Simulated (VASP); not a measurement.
# Li (Cmmm) in VASP: notebook

The runs below take Li through single point, relaxation of cell and atoms, with PBE.

All numbers are computed with VASP 6.6.1; they aren't measurements. Logs are shortened: lines on timing, memory, paths and dates and some standing lists are left out, and cuts for length are marked.

## Step 1: The cell of the first run

It takes space group Cmmm (No. 65, orthorhombic). The conventional cell has a = 2.708 Å, b = 5.957 Å, c = 2.661 Å, α = 90.00°, β = 90.00°, γ = 90.00°. Within 3.5 Å of Li (site symmetry mmm) lie 8 Li at 2.66 to 3.27 Å.

The cell was built from a structure type or drawn by symmetry, and may not be a known phase.

## Step 2: Single point, PBE

The input, INCAR:

```
PREC = Accurate
ENCUT = 520
EDIFF = 1E-7
ISMEAR = 0
SIGMA = 0.1
LREAL = False
LASPH = True
NELM = 80
ALGO = Normal
ISIF = 2
LWAVE = False
LCHARG = False
GGA = PE
NBANDS = 8
```

The input, KPOINTS:

```
regular mesh
0
Gamma
  8 8 6
```

The input, POSCAR:

```
Li
1.0
    1.3539214700     -2.9786783000      0.0000000000
    1.3539214700      2.9786783000      0.0000000000
    0.0000000000      0.0000000000      2.6606900500
Li
1
Direct
    0.0000000000      0.0000000000      0.0000000000
```

Potentials or basis: VASP PAW PBE potentials, release 64 (Li_sv).

Launch:

```bash
$ cat potpaw_PBE.64/Li_sv/POTCAR > POTCAR
$ mpirun -np 1 vasp_std > vasp.out
```

OUTCAR:

```text
PREC = Accurate
   ENCUT = 520
   EDIFF = 1E-7
   ISMEAR = 0
   LREAL = False
   LASPH = True
   NELM = 80
   ISIF = 2
   GGA = PE

 ion  position               nearest neighbor table
   1  0.000  0.000  0.000-

  LATTYP: Found a base centered orthorhombic cell.
 ALAT       =     2.7078429400
 B/A-ratio  =     2.2000377171
 C/A-ratio  =     0.9825865491

  Lattice vectors:

 A1 = (   1.3539214700,  -2.9786783000,   0.0000000000)
 A2 = (   1.3539214700,   2.9786783000,   0.0000000000)
 A3 = (   0.0000000000,   0.0000000000,   2.6606900500)

Analysis of symmetry for initial positions (statically):
=====================================================================
 Subroutine PRICEL returns:
 Original cell was already a primitive cell.

 Routine SETGRP: Setting up the symmetry group for a
 base centered orthorhombic supercell.

 Subroutine GETGRP returns: Found  8 space group operations
 (whereof  8 operations were pure point group operations)
 out of a pool of  8 trial point group operations.

The static configuration has the point symmetry D_2h.

Analysis of symmetry for dynamics (positions and initial velocities):
=====================================================================
 Subroutine PRICEL returns:
 Original cell was already a primitive cell.

 Routine SETGRP: Setting up the symmetry group for a
 base centered orthorhombic supercell.

 Subroutine GETGRP returns: Found  8 space group operations
 (whereof  8 operations were pure point group operations)
 out of a pool of  8 trial point group operations.

The dynamic configuration has the point symmetry D_2h.

 Subroutine INISYM returns: Found  8 space group operations
 (whereof  8 operations are pure point group operations),
 and found     1 'primitive' translations

----------------------------------------------------------------------------------------

                                     Primitive cell

  volume of cell :      21.4606

  direct lattice vectors                    reciprocal lattice vectors
     1.353921470 -2.978678300  0.000000000     0.369297637 -0.167859685  0.000000000
     1.353921470  2.978678300  0.000000000     0.369297637  0.167859685  0.000000000
     0.000000000  0.000000000  2.660690050     0.000000000  0.000000000  0.375842350

  length of vectors
     3.271945562  3.271945562  2.660690050     0.405657021  0.405657021  0.375842350

  position of ions in fractional coordinates (direct lattice)
     0.000000000  0.000000000  0.000000000

  ion indices of the primitive-cell ions
   primitive index   ion index
                 1           1

----------------------------------------------------------------------------------------

 KPOINTS: regular mesh

Automatic generation of k-mesh.
 Grid dimensions read from file:
 generate k-points for:    8    8    6

 Generating k-lattice:

  Cartesian coordinates                     Fractional coordinates (reciprocal lattice)
     0.046162205 -0.020982461  0.000000000     0.125000000  0.000000000  0.000000000
     0.046162205  0.020982461  0.000000000     0.000000000  0.125000000  0.000000000
     0.000000000  0.000000000  0.062640392     0.000000000  0.000000000  0.166666667

  Length of vectors
     0.050707128  0.050707128  0.062640392

  Shift w.r.t. Gamma in fractional coordinates (k-lattice)
     0.000000000  0.000000000  0.000000000

 Subroutine IBZKPT returns following result:
 ===========================================

 Found     84 irreducible k-points:

 Following reciprocal coordinates:
            Coordinates               Weight
  0.000000  0.000000  0.000000      1.000000
  0.125000  0.000000  0.000000      4.000000
  0.250000  0.000000  0.000000      4.000000
  0.375000  0.000000  0.000000      4.000000
  0.500000  0.000000  0.000000      2.000000
  0.125000  0.125000  0.000000      2.000000
[... 16 lines left out ...]
  0.125000  0.000000  0.166667      8.000000
  0.250000  0.000000  0.166667      8.000000
 [... further k-points ...]
   k-points           NKPTS =     84   k-points in BZ     NKDIM =     84   number of bands    NBANDS=      8
   number of dos      NEDOS =    301   number of ions     NIONS =      1
   total plane-waves  NPLWV =  11520
   dimension x,y,z NGX =    24 NGY =   24 NGZ =   20
   dimension x,y,z NGXF=    48 NGYF=   48 NGZF=   40
   ions per type =               1
   NGX,Y,Z   is equivalent  to a cutoff of  12.19, 12.19, 12.50 a.u.
   NGXF,Y,Z  is equivalent  to a cutoff of  24.39, 24.39, 24.99 a.u.
 SYSTEM =  unknown system
   PREC   = accura    normal or accurate (medium, high low for compatibility)
   ISTART =      0    job   : 0-new  1-cont  2-samecut
   ICHARG =      2    charge: 1-file 2-atom 10-const
   ISPIN  =      1    spin polarized calculation?
   LNONCOLLINEAR =      F non collinear calculations
   LSORBIT =      F    spin-orbit coupling
   LASPH  =      T    aspherical Exc in radial PAW
   ENCUT  =  520.0 eV  38.22 Ry    6.18 a.u.   6.08  6.08  4.95*2*pi/ulx,y,z
   NELM   =     80;   NELMIN=  2; NELMDL= -5     # of ELM steps
   EDIFF  = 0.1E-06   stopping-criterion for ELM
   LREAL  =      F    real-space projection
   EDIFFG = 0.1E-05   stopping-criterion for IOM
   NSW    =      0    number of steps for IOM
   IBRION =     -1    ionic relax: 0-MD 1-quasi-New 2-CG
   NFREE  =      0    steps in history (QN), initial steepest desc. (CG)
   ISIF   =      2    stress and relaxation
   ISYM   =      2    0-nonsym 1-usesym 2-fastsym
   POTIM  = 0.5000    time-step for ionic-motion
   TEBEG  =    0.0;   TEEND  =   0.0 temperature during run
   PSTRESS=    0.0 pullay stress
   NELECT =       3.0000    total number of electrons
   NUPDOWN=      -1.0000    fix difference up-down
   EMIN   =  10.00;   EMAX   =-10.00  energy-range for DOS
   EFERMI =   0.00;   METHOD = LEGACY
   ISMEAR =     0;   SIGMA  =   0.10  broadening in eV -4-tet -1-fermi 0-gaus
   EFERMI_NEDOS =   21; number of points for ismear=-14 and -15
   IALGO  =     38    algorithm
   IMIX   =      4    mixing-type and parameters
     AMIX     =   0.40;   BMIX     =  1.00
     AMIX_MAG =   1.60;   BMIX_MAG =  1.00
  volume/ion in A,a.u.               =      21.46       144.82
  Fermi-wavevector in a.u.,A,eV,Ry     =   0.849640  1.605586  9.821877  0.721888
  Thomas-Fermi vector in A             =   1.965492
   LORBIT       =      0    0 simple, 1 ext, 2 COOP (PROOUT), +10 PAW based schemes
   GGA     = PE    functional components
   LHFCALC =     F    Hartree Fock is set to
   AEXX    =    0.0000 exact exchange contribution
   IVDW    =     0    specifies the selected vdW correction
   LEPSILON=     F    determine dielectric tensor
   LRPA    =     F    only Hartree local field effects (RPA)
 non-spin polarized calculation
 Gauss-broadening in eV      SIGMA  =   0.10
  energy-cutoff  :      520.00
  volume of cell :       21.46
 maximum number of plane-waves:       592
   NGX = 13   NGY = 13   NGZ =  9

 number of electron       2.9999995 magnetization

 Free energy of the ion-electron system (eV)
  ---------------------------------------------------
  ext. energy  EPLUGINS =         0.00000000
  ---------------------------------------------------
  free energy    TOTEN  =        -1.77591911 eV

  energy without entropy =       -1.77428145  energy(sigma->0) =       -1.77510028

 E-fermi :   0.4044     XC(G=0):  -6.9032

 val. band max:        0.3758585314   @ k =   0.1250   0.0000   0.5000
 cond. band min:       0.5604012817   @ k =   0.2500   0.2500   0.0000
 fundamental gap:      0.1845427503
 Fermi energy:         0.4043595412

 k-point     1 :       0.0000    0.0000    0.0000
  band No.  band energies     occupation
      1     -46.4157      2.00000
      2      -2.9883      2.00000
      3       9.7396      0.00000
      4      13.0521      0.00000
      5      13.4839      0.00000
      6      14.9233      0.00000
      7      16.7628      0.00000
      8      20.0910      0.00000

 k-point     2 :       0.1250    0.0000    0.0000
  band No.  band energies     occupation
      1     -46.4121      2.00000
      2      -2.6989      2.00000
      3       9.2349      0.00000
      4      12.0954      0.00000
      5      13.8187      0.00000
      6      14.4254      0.00000
      7      16.0090      0.00000
      8      18.8671      0.00000

 k-point     3 :       0.2500    0.0000    0.0000
  band No.  band energies     occupation
      1     -46.4031      2.00000
      2      -1.8375      2.00000
      3       8.1872      0.00000
      4       9.0229      0.00000
      5      13.2154      0.00000
      6      14.7888      0.00000
      7      17.0279      0.00000
      8      20.4856      0.00000

 k-point     4 :       0.3750    0.0000    0.0000
  band No.  band energies     occupation
      1     -46.3941      2.00000
      2      -0.4759      2.00000
      3       5.3993      0.00000
      4       8.1030      0.00000
      5      11.9671      0.00000
      6      16.2076      0.00000
      7      20.3759      0.00000
      8      20.9927      0.00000

 k-point     5 :       0.5000    0.0000    0.0000
  band No.  band energies     occupation
      1     -46.3905      2.00000
      2       0.6264      0.00169
      3       3.6792      0.00000
      4       7.8890      0.00000
      5      11.6008      0.00000
      6      17.1529      0.00000
      7      21.1217      0.00000
      8      22.3638      0.00000
[... 177 lines left out ...]
 k-point    22 :       0.0000    0.0000    0.1667
  band No.  band energies     occupation
      1     -46.4090      2.00000
      2      -2.5467      2.00000
      3       9.1053      0.00000
      4      10.2719      0.00000
      5      14.2113      0.00000
      6      15.4029      0.00000
      7      20.6145      0.00000
      8      20.9530      0.00000

 k-point    23 :       0.1250    0.0000    0.1667
  band No.  band energies     occupation
      1     -46.4054      2.00000
      2      -2.2505      2.00000
      3       8.9993      0.00000
      4      10.1331      0.00000
      5      12.8420      0.00000
      6      16.3791      0.00000
      7      16.5850      0.00000
      8      21.7039      0.00000

 k-point    24 :       0.2500    0.0000    0.1667
  band No.  band energies     occupation
      1     -46.3966      2.00000
      2      -1.3697      2.00000
      3       8.4947      0.00000
      4       8.8479      0.00000
      5      11.4459      0.00000
      6      14.6704      0.00000
      7      17.9722      0.00000
      8      21.0506      0.00000

 [... further k-points ...]

------------------------ aborting loop because EDIFF is reached ----------------------------------------

  FORCE on cell =-STRESS in cart. coord.  units (eV):
  Direction    XX          YY          ZZ          XY          YZ          ZX
  --------------------------------------------------------------------------------------
  -------------------------------------------------------------------------------------
  Total        0.2586741     -0.7284023      0.2996150      0.0000000      0.0000000      0.0000000
  in kB       19.3117737    -54.3801682     22.3682876      0.0000000      0.0000000      0.0000000
  external PRESSURE =      -4.2333689 kB  Pullay stress =       0.0000000 kB

 VOLUME and BASIS-vectors are now :
 -----------------------------------------------------------------------------
  energy-cutoff  :      520.00
  volume of cell :       21.46
      direct lattice vectors                 reciprocal lattice vectors
     1.353921470 -2.978678300  0.000000000     0.369297637 -0.167859685  0.000000000
     1.353921470  2.978678300  0.000000000     0.369297637  0.167859685  0.000000000
     0.000000000  0.000000000  2.660690050     0.000000000  0.000000000  0.375842350

 POSITION                                       TOTAL-FORCE (eV/Angst)
 -----------------------------------------------------------------------------------
      0.00000      0.00000      0.00000        -0.000000      0.000000      0.000000
 -----------------------------------------------------------------------------------
    total drift:                               -0.000000      0.000000     -0.000000

  FREE ENERGIE OF THE ION-ELECTRON SYSTEM (eV)
  ---------------------------------------------------
  free  energy   TOTEN  =        -1.7759191123 eV

  energy  without entropy=       -1.7742814544  energy(sigma->0) =       -1.77510028
```

Run time: 15 s. Hardware: 1 thread of AMD EPYC 7R13, shared host; peak memory 0.1 GiB.

What came out:

```
Free energy            : -1.7759 eV
Band gap on the k mesh : zero (an odd number of electrons rules out a gap without spin polarisation)
```

Levels at points of the mesh, in eV from the Fermi level:
| k point | band 1 | band 2 | band 3 | band 4 |
| --- | --- | --- | --- | --- |
| (0.00, 0.00, 0.00) | -46.82 | -3.39 | 9.34 | 12.65 |
| (0.50, 0.00, 0.00) | -46.79 | 0.22 | 3.27 | 7.48 |
| (0.50, 0.50, 0.00) | -46.81 | -0.89 | 1.12 | 12.42 |
| (0.00, 0.00, 0.50) | -46.79 | -0.40 | 2.40 | 12.73 |
| (0.50, 0.00, 0.50) | -46.77 | 4.33 | 4.57 | 6.92 |
| (0.50, 0.50, 0.50) | -46.79 | 2.51 | 3.45 | 5.50 |

Caveat: the k points lie up to 0.39 Å⁻¹ apart, too coarse for converged energies and pressures of a metal; the cutoff is under 1.25 times the usual one of these potentials, so pressure, stress and relaxed cells hold a basis-set (Pulay) error.

(Part 1 of 2 ends here.)
